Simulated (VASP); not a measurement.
A run of VASP 6.6.1 is set up as follows.

Contents of INCAR:

```
SYSTEM = EuS
PREC = Accurate
ENCUT = 600
EDIFF = 1E-6
ISMEAR = 0
SIGMA = 0.02
LREAL = .FALSE.
LASPH = .TRUE.
NELM = 200
ALGO = Normal
ISIF = 2
LWAVE = .FALSE.
LCHARG = .TRUE.
ISPIN = 2
MAGMOM = 7 0
LORBIT = 11
LMAXMIX = 6
LDAU = .TRUE.
LDAUTYPE = 2
LDAUL = 3 -1
LDAUU = 3 0
LDAUJ = 0 0
LDAUPRINT = 1
GGA = PE
LELF = .TRUE.
LVHAR = .TRUE.
NBANDS = 22
GGA_COMPAT = .FALSE.
```

File KPOINTS:

```
Automatic mesh
0
G
  10 10 10
  0 0 0
```

File POSCAR:

```
EuS
1.0
    0.0000000000      2.9785000000      2.9785000000
    2.9785000000      0.0000000000      2.9785000000
    2.9785000000      2.9785000000      0.0000000000
Eu S
1 1
Direct
    0.0000000000      0.0000000000      0.0000000000
    0.5000000000      0.5000000000      0.5000000000
```

Potentials or basis: VASP PAW PBE potentials, release 64 (Eu, S).

The run is started by

```bash
$ cat potpaw_PBE.64/Eu/POTCAR potpaw_PBE.64/S/POTCAR > POTCAR
$ mpirun -np 1 vasp_std > vasp.out
```

What does it give for the pressure?

-0.5 GPa.

Estimate the band gap on the k mesh.

zero (filled and empty bands overlap).

Eigenvalues of the final occupation matrices:
```
    site  spin  trace                         eigenvalues
site 1 f     1   6.76  0.96 0.96 0.96 0.97 0.97 0.97 0.97
site 1 f     2   0.01  0.00 0.00 0.00 0.00 0.00 0.00 0.00
```

Caveat: spin-orbit coupling is left out, which moves the levels of the heavy elements; a cell with one magnetic atom can't hold antiferromagnetic order, which such compounds often take. The state reached can hang on the start; a lower one may exist.

**What was measured.**

From “Crystal-field mediated electronic transitions of EuS up to 35 GPa”, 2022, pmc:8786971, for a powder of EuS at 300 K: band gap 1.72 eV (optical).

A measured gap of EuS is 1.72 eV (optical; 300 K; powder; “Crystal-field mediated electronic transitions of EuS up to 35 GPa”, 2022, pmc:8786971); the calculated 0.00 eV misses it by -1.72 eV. So large a miss can be the level of theory's own, or it may mean another phase, state or a wrong row. Spin-orbit coupling on Eu is left out. The value is that of PBE+U on a finite k mesh, which can miss the band edges, without temperature or zero-point motion. The run's magnetic order (collinear spin, ferromagnetic start) needn't be the measured crystal's.
